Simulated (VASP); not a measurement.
# Ti3W2 (P6/mmm) in VASP: further runs, part 2 of 3

VASP 6.6.1.

## Step 3: Single point, PBE

This run uses another cell than the first one, of 24.12 Å³/atom.

INCAR

```
PREC = Accurate ; ENCUT = 520
EDIFF = 1E-6 ; ISMEAR = 0
SIGMA = 0.1 ; LREAL = False
LASPH = True ; NELM = 60
ALGO = Fast ; ISIF = 2
LWAVE = False ; LCHARG = False
GGA = PE ; NBANDS = 40
```

KPOINTS

```
Automatic mesh
0
Gamma
  6 6 4
```

POSCAR

```
Ti3W2
1.0
    5.3004212520      0.0000000000      0.0000000000
   -2.6502106260      4.5902994549      0.0000000000
    0.0000000000      0.0000000000      4.9572188624
Ti W
3 2
Direct
    0.5000000000      0.0000000000      0.5000000000
    0.0000000000      0.5000000000      0.5000000000
    0.5000000000      0.5000000000      0.5000000000
    0.0000000000      0.0000000000      0.2709194105
    0.0000000000      0.0000000000      0.7290805895
```

Potentials or basis: VASP PAW PBE potentials, release 64 (Ti_sv, W_sv).

The run is started by

```sh
$ cat potpaw_PBE.64/Ti_sv/POTCAR potpaw_PBE.64/W_sv/POTCAR > POTCAR
$ mpirun -np 1 vasp_std > vasp.out
```

OUTCAR:

```text
PREC = Accurate
   ENCUT = 520
   EDIFF = 1E-6
   ISMEAR = 0
   LREAL = False
   LASPH = True
   NELM = 60
   ISIF = 2
   GGA = PE

 ion  position               nearest neighbor table
   1  0.500  0.000  0.500-   2 2.65   3 2.65   3 2.65   2 2.65   4 2.88   4 2.88   5 2.88   5 2.88

   2  0.000  0.500  0.500-   1 2.65   1 2.65   3 2.65   3 2.65   4 2.88   5 2.88   4 2.88   5 2.88

   3  0.500  0.500  0.500-   1 2.65   1 2.65   2 2.65   2 2.65   4 2.88   5 2.88   4 2.88   5 2.88

   4  0.000  0.000  0.271-   5 2.27   5 2.69   2 2.88   3 2.88   2 2.88   3 2.88   1 2.88   1 2.88

   5  0.000  0.000  0.729-   4 2.27   4 2.69   3 2.88   2 2.88   2 2.88   3 2.88   1 2.88   1 2.88

  LATTYP: Found a hexagonal cell.
 ALAT       =     5.3004212520
 C/A-ratio  =     0.9352499786

  Lattice vectors:

 A1 = (   5.3004212520,   0.0000000000,   0.0000000000)
 A2 = (  -2.6502106260,   4.5902994549,   0.0000000000)
 A3 = (   0.0000000000,   0.0000000000,   4.9572188624)

Analysis of symmetry for initial positions (statically):
=====================================================================
 Subroutine PRICEL returns:
 Original cell was already a primitive cell.

 Routine SETGRP: Setting up the symmetry group for a
 hexagonal supercell.

 Subroutine GETGRP returns: Found 24 space group operations
 (whereof 24 operations were pure point group operations)
 out of a pool of 24 trial point group operations.

The static configuration has the point symmetry D_6h.

Analysis of symmetry for dynamics (positions and initial velocities):
=====================================================================
 Subroutine PRICEL returns:
 Original cell was already a primitive cell.

 Routine SETGRP: Setting up the symmetry group for a
 hexagonal supercell.

 Subroutine GETGRP returns: Found 24 space group operations
 (whereof 24 operations were pure point group operations)
 out of a pool of 24 trial point group operations.

The dynamic configuration has the point symmetry D_6h.

 Subroutine INISYM returns: Found 24 space group operations
 (whereof 24 operations are pure point group operations),
 and found     1 'primitive' translations

----------------------------------------------------------------------------------------

                                     Primitive cell

  volume of cell :     120.6117

  direct lattice vectors                    reciprocal lattice vectors
     5.300421252  0.000000000  0.000000000     0.188664250  0.108925356  0.000000000
    -2.650210626  4.590299455  0.000000000     0.000000000  0.217850711  0.000000000
     0.000000000  0.000000000  4.957218862     0.000000000  0.000000000  0.201726014

  length of vectors
     5.300421252  5.300421252  4.957218862     0.217850711  0.217850711  0.201726014

  position of ions in fractional coordinates (direct lattice)
     0.500000000  0.000000000  0.500000000
     1.000000000  0.500000000  0.500000000
     0.500000000  0.500000000  0.500000000
     0.000000000  0.000000000  0.270919410
     0.000000000  0.000000000  0.729080590

  ion indices of the primitive-cell ions
   primitive index   ion index
[... 29 lines left out ...]

 Found     21 irreducible k-points:

 Following reciprocal coordinates:
            Coordinates               Weight
  0.000000  0.000000  0.000000      1.000000
  0.166667  0.000000  0.000000      6.000000
  0.333333  0.000000  0.000000      6.000000
  0.500000  0.000000  0.000000      3.000000
  0.166667  0.166667  0.000000      6.000000
  0.333333  0.166667  0.000000     12.000000
[... 13 lines left out ...]
  0.333333  0.166667  0.500000     12.000000
  0.333333  0.333333  0.500000      2.000000
   k-points           NKPTS =     21   k-points in BZ     NKDIM =     21   number of bands    NBANDS=     40
   number of dos      NEDOS =    301   number of ions     NIONS =      5
   total plane-waves  NPLWV =  64000
   dimension x,y,z NGX =    40 NGY =   40 NGZ =   40
   dimension x,y,z NGXF=    80 NGYF=   80 NGZF=   80
   ions per type =               3   2
   NGX,Y,Z   is equivalent  to a cutoff of  12.55, 12.55, 13.41 a.u.
   NGXF,Y,Z  is equivalent  to a cutoff of  25.09, 25.09, 26.83 a.u.
 SYSTEM =  unknown system
   PREC   = accura    normal or accurate (medium, high low for compatibility)
   ISTART =      0    job   : 0-new  1-cont  2-samecut
   ICHARG =      2    charge: 1-file 2-atom 10-const
   ISPIN  =      1    spin polarized calculation?
   LNONCOLLINEAR =      F non collinear calculations
   LSORBIT =      F    spin-orbit coupling
   LASPH  =      T    aspherical Exc in radial PAW
   ENCUT  =  520.0 eV  38.22 Ry    6.18 a.u.   9.86  9.86  9.22*2*pi/ulx,y,z
   NELM   =     60;   NELMIN=  2; NELMDL= -5     # of ELM steps
   EDIFF  = 0.1E-05   stopping-criterion for ELM
   LREAL  =      F    real-space projection
   EDIFFG = 0.1E-04   stopping-criterion for IOM
   NSW    =      0    number of steps for IOM
   IBRION =     -1    ionic relax: 0-MD 1-quasi-New 2-CG
   NFREE  =      0    steps in history (QN), initial steepest desc. (CG)
   ISIF   =      2    stress and relaxation
   ISYM   =      2    0-nonsym 1-usesym 2-fastsym
   POTIM  = 0.5000    time-step for ionic-motion
   TEBEG  =    0.0;   TEEND  =   0.0 temperature during run
   PSTRESS=    0.0 pullay stress
   NELECT =      64.0000    total number of electrons
   NUPDOWN=      -1.0000    fix difference up-down
   EMIN   =  10.00;   EMAX   =-10.00  energy-range for DOS
   EFERMI =   0.00;   METHOD = LEGACY
   ISMEAR =     0;   SIGMA  =   0.10  broadening in eV -4-tet -1-fermi 0-gaus
   EFERMI_NEDOS =   21; number of points for ismear=-14 and -15
   IALGO  =     68    algorithm
   IMIX   =      4    mixing-type and parameters
     AMIX     =   0.40;   BMIX     =  1.00
     AMIX_MAG =   1.60;   BMIX_MAG =  1.00
  volume/ion in A,a.u.               =      24.12       162.79
  Fermi-wavevector in a.u.,A,eV,Ry     =   1.325374  2.504593 23.900201  1.756615
  Thomas-Fermi vector in A             =   2.454839
   LORBIT       =      0    0 simple, 1 ext, 2 COOP (PROOUT), +10 PAW based schemes
   GGA     = PE    functional components
   LHFCALC =     F    Hartree Fock is set to
   AEXX    =    0.0000 exact exchange contribution
   IVDW    =     0    specifies the selected vdW correction
   LEPSILON=     F    determine dielectric tensor
   LRPA    =     F    only Hartree local field effects (RPA)
 non-spin polarized calculation
 RMM-DIIS sequential band-by-band and
 Gauss-broadening in eV      SIGMA  =   0.10
  energy-cutoff  :      520.00
  volume of cell :      120.61
 maximum number of plane-waves:      3276
 NGX is ok and might be reduce to    40
   NGX = 19   NGY = 19   NGZ = 19

 number of electron      63.9999996 magnetization

 Free energy of the ion-electron system (eV)
  ---------------------------------------------------
  ext. energy  EPLUGINS =         0.00000000
  ---------------------------------------------------
  free energy    TOTEN  =       -42.43141556 eV

  energy without entropy =      -42.38683065  energy(sigma->0) =      -42.40912311

 E-fermi :   5.1881     XC(G=0): -10.0768

 val. band max:        5.1859182389   @ k =   0.3333   0.3333   0.0000
 cond. band min:       5.1972408883   @ k =   0.5000   0.0000   0.5000
 fundamental gap:      0.0113226494
 Fermi energy:         5.1881305126

 k-point     1 :       0.0000    0.0000    0.0000
  band No.  band energies     occupation
      1     -68.4669      2.00000
      2     -68.1826      2.00000
      3     -51.5777      2.00000
      4     -51.4060      2.00000
      5     -51.4060      2.00000
      6     -34.0185      2.00000
[... 892 lines left out ...]
     39       6.3132      0.00000
     40       7.5241      0.00000

------------------------ aborting loop because EDIFF is reached ----------------------------------------

  FORCE on cell =-STRESS in cart. coord.  units (eV):
  Direction    XX          YY          ZZ          XY          YZ          ZX
  --------------------------------------------------------------------------------------
  -------------------------------------------------------------------------------------
  Total       -0.1073912     -0.1073912      0.6798131      0.0000000      0.0000000      0.0000000
  in kB       -1.4265586     -1.4265586      9.0304754      0.0000000      0.0000000      0.0000000
  external PRESSURE =       2.0591194 kB  Pullay stress =       0.0000000 kB

 VOLUME and BASIS-vectors are now :
 -----------------------------------------------------------------------------
  energy-cutoff  :      520.00
  volume of cell :      120.61
      direct lattice vectors                 reciprocal lattice vectors
     5.300421252  0.000000000  0.000000000     0.188664250  0.108925356  0.000000000
    -2.650210626  4.590299455  0.000000000     0.000000000  0.217850711  0.000000000
     0.000000000  0.000000000  4.957218862     0.000000000  0.000000000  0.201726014

 POSITION                                       TOTAL-FORCE (eV/Angst)
 -----------------------------------------------------------------------------------
      2.65021      0.00000      2.47861         0.000000      0.000000      0.000000
     -1.32511      2.29515      2.47861         0.000000      0.000000      0.000000
      1.32511      2.29515      2.47861         0.000000      0.000000      0.000000
      0.00000      0.00000      1.34301        -0.000000      0.000000     -0.250185
      0.00000      0.00000      3.61421         0.000000     -0.000000      0.250185
 -----------------------------------------------------------------------------------
    total drift:                               -0.000000      0.000000     -0.000000

  FREE ENERGIE OF THE ION-ELECTRON SYSTEM (eV)
  ---------------------------------------------------
  free  energy   TOTEN  =       -42.4314155599 eV

  energy  without entropy=      -42.3868306519  energy(sigma->0) =      -42.40912311
```

OSZICAR:

```text
N       E                     dE             d eps       ncg     rms          rms(c)
DAV:   1     0.890061638348E+03    0.89006E+03   -0.35438E+04  1680   0.183E+03
DAV:   2     0.473599669135E+02   -0.84270E+03   -0.82382E+03  1728   0.593E+02
DAV:   3    -0.359604919551E+02   -0.83320E+02   -0.79130E+02  2768   0.163E+02
[... 29 lines left out ...]
RMM:  33    -0.424314131871E+02   -0.10243E-05   -0.16082E-05  1644   0.165E-02    0.929E-03
RMM:  34    -0.424314141925E+02   -0.10053E-05   -0.15740E-05  1687   0.158E-02    0.887E-03
RMM:  35    -0.424314146527E+02   -0.46026E-06   -0.11542E-05  1747   0.154E-02    0.723E-03
RMM:  36    -0.424314151952E+02   -0.54243E-06   -0.11886E-05  1846   0.153E-02    0.535E-03
RMM:  37    -0.424314155599E+02   -0.36470E-06   -0.83489E-06  1520   0.139E-02
   1 F= -.42431416E+02 E0= -.42409123E+02  d E =-.445849E-01
```

Wall time 2.2 min (1 thread of Intel Xeon 6975P-C (Granite Rapids), shared host); peak memory 0.29 GiB.

What came out:

* Free energy: -42.4314 eV
* Pressure: 0.2 GPa
* Largest force: 0.250 eV/Å
* Band gap on the k mesh: zero (bands 32 and 33 overlap by 0.77 eV)

Forces in eV/Å, atoms in the order of the input:
```
Ti   0.000  0.000  0.000
Ti   0.000  0.000  0.000
Ti   0.000  0.000  0.000
W    0.000  0.000 -0.250
W    0.000  0.000  0.250
```

Stress tensor (GPa, compression positive):
```
-0.14  0.00  0.00
 0.00 -0.14  0.00
 0.00  0.00  0.90
```

Caveat: spin-orbit coupling is left out, which moves the levels of the heavy elements.

## Step 4: Relaxation of cell and atoms, PBE

INCAR

```
  PREC = Accurate
  ENCUT = 600
  EDIFF = 1E-6
  ISMEAR = 0
  SIGMA = 0.1
  LREAL = F
  LASPH = T
  NELM = 60
  ALGO = Fast
  ISIF = 3
  LWAVE = F
  LCHARG = F
  GGA = PE
  IBRION = 2
  NSW = 90
  EDIFFG = -0.04
```

KPOINTS is that of step 3.

POSCAR

```
Ti3W2
1.0
    4.0162162800      0.0000000000      0.0000000000
   -2.0081081400      3.4781453200      0.0000000000
    0.0000000000      0.0000000000      6.4158850300
Ti W
3 2
Direct
    0.5000000000      0.0000000000      0.5000000000
    0.0000000000      0.5000000000      0.5000000000
    0.5000000000      0.5000000000      0.5000000000
    0.0000000000      0.0000000000      0.1764940400
    0.0000000000      0.0000000000      0.8235059600
```

The run is started by

```sh
$ cat potpaw_PBE.64/Ti_sv/POTCAR potpaw_PBE.64/W_sv/POTCAR > POTCAR
$ mpirun -np 1 vasp_std > vasp.out
```

Wall time 47 min (1 thread of Intel Xeon 6975P-C (Granite Rapids), shared host); peak memory 0.28 GiB.

Results (log left out):

```
Free energy                           : -42.3591 eV
Relaxed volume                        : 24.10 Å³/atom
Relaxed cell                          : a = 5.284 Å, b = 5.284 Å, c = 4.984 Å, α = 90.00°, β = 90.00°, γ = 120.00°
Space group after relaxing (to 0.1 Å) : P6/mmm (No. 191)
Energy gained by relaxing             : 1690.5 meV/atom
Ionic steps                           : 21
Pressure after relaxing               : 0.0 GPa
Largest force after relaxing          : 0.032 eV/Å
Band gap on the k mesh                : zero (bands 32 and 33 overlap by 0.78 eV)
```

Forces on the atoms (eV/Å):
```
Ti   0.000  0.000  0.000
Ti   0.000  0.000  0.000
Ti   0.000  0.000  0.000
W    0.000  0.000  0.032
W    0.000  0.000 -0.032
```

Stress tensor (GPa, compression positive):
```
 0.04  0.00  0.00
 0.00  0.04  0.00
 0.00  0.00 -0.04
```

Step by step:
| step | energy change (eV) | largest force (eV/Å) | pressure (GPa) | volume (Å³) |
| --- | --- | --- | --- | --- |
| 1 | 0.0000 | 1.5647 | 34.00 | 89.62 |
| 2 | -3.3598 | 0.7477 | -11.25 | 146.67 |
| 3 | -3.9464 | 1.3112 | -4.42 | 124.75 |
| 4 | -3.9605 | 1.1812 | -5.60 | 127.83 |
| 5 | -5.4360 | 3.4506 | -1.37 | 121.17 |
| 6 | -5.6519 | 6.7484 | 3.68 | 116.51 |
| 7 | -6.3206 | 6.7565 | 3.20 | 115.89 |
| 8 | -8.0156 | 2.0104 | 3.43 | 112.92 |
| 9 | -8.1471 | 2.3136 | 1.55 | 114.72 |
| 10 | -8.1791 | 2.4905 | 0.60 | 115.97 |
| 11 | -8.3151 | 1.7383 | 0.97 | 116.50 |
| 12 | -8.3823 | 0.7484 | 1.51 | 116.93 |
| 13 | -8.3438 | 2.3134 | 3.30 | 117.79 |
| 14 | -8.3987 | 0.1598 | 1.99 | 117.21 |
| 15 | -8.4323 | 0.0262 | 0.72 | 118.90 |
| 16 | -8.4473 | 0.1034 | -0.69 | 121.13 |
| 17 | -8.4473 | 0.1094 | -0.73 | 121.22 |
| 18 | -8.4515 | 0.0008 | -0.22 | 120.79 |
| 19 | -8.4524 | 0.0696 | 0.05 | 120.53 |
| 20 | -8.4524 | 0.0856 | 0.10 | 120.47 |
| 21 | -8.4526 | 0.0316 | 0.02 | 120.52 |

Final structure:
```
Ti W
1.0
     5.28423    0.00000    0.00000
    -2.64211    4.57628    0.00000
     0.00000    0.00000    4.98401
Ti W
3 2
Direct
  0.50000 0.00000 0.50000
  0.00000 0.50000 0.50000
  0.50000 0.50000 0.50000
  0.00000 0.00000 0.27057
  0.00000 0.00000 0.72943
```

Levels at points of the mesh, in eV from the Fermi level:
| k point | band 30 | band 31 | band 32 | band 33 | band 34 | band 35 |
| --- | --- | --- | --- | --- | --- | --- |
| (0.00, 0.00, 0.00) | -0.54 | -0.05 | -0.05 | 0.52 | 0.52 | 0.94 |
| (0.50, 0.00, 0.00) | -0.59 | -0.38 | -0.06 | 0.17 | 0.24 | 0.52 |
| (0.00, 0.00, 0.50) | -0.36 | -0.36 | 0.14 | 0.14 | 0.36 | 0.65 |
| (0.50, 0.00, 0.50) | -0.75 | -0.46 | -0.05 | 0.01 | 0.04 | 0.40 |

Caveat: the volume moved by over 15 % at a fixed basis, so the end points are rough; spin-orbit coupling is left out, which moves the levels of the heavy elements.

(Part 2 of 3 ends here.)
